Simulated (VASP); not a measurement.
A run of VASP 6.6.1 is set up as follows.

INCAR

```
SYSTEM = HfC
PREC = Accurate
ENCUT = 520
EDIFF = 1E-6
ISMEAR = 1
SIGMA = 0.15
LREAL = .FALSE.
LASPH = .TRUE.
NELM = 120
ALGO = Normal
ISIF = 2
LWAVE = .FALSE.
LCHARG = .TRUE.
GGA = PE
LELF = .TRUE.
LVHAR = .TRUE.
NBANDS = 22
GGA_COMPAT = .FALSE.
```

File KPOINTS:

```
regular mesh
0
G
  4 4 3
  0 0 0
```

POSCAR

```
HfC
1.0
   -2.3260450000      0.0072320000      2.3291310000
    2.3297950000     -0.0021200000      2.3328810000
   -0.0093510000      4.6327430000      0.0051120000
C Hf
2 2
Direct
   -0.0006682513      0.0098931891      1.0001588274
    0.5137243360      0.5018294904      0.5012206859
    0.9878358921      0.0014067473      0.5009833166
    0.5007572393      0.4994779763      0.0054987762
```

Potentials or basis: VASP PAW PBE potentials, release 64 (C, Hf_pv).

Run with:

```bash
$ cat potpaw_PBE.64/C/POTCAR potpaw_PBE.64/Hf_pv/POTCAR > POTCAR
$ mpirun -np 1 vasp_std > vasp.out
```

Question: Predict the band gap on the k mesh.

Answer: Zero (bands 14 and 15 overlap by 1.19 eV).

Question: Predict the largest force.

Answer: 0.550 eV/Å.

Question: What does it give for the pressure?

Answer: -0.8 GPa.

Stress tensor (GPa, compression positive):
```
 0.03  0.57  0.11
 0.57 -1.53 -0.11
 0.11 -0.11 -0.94
```

Caveat: the k points lie up to 0.48 Å⁻¹ apart, too coarse for converged energies and pressures of a metal; spin-orbit coupling is left out, which moves the levels of the heavy elements.
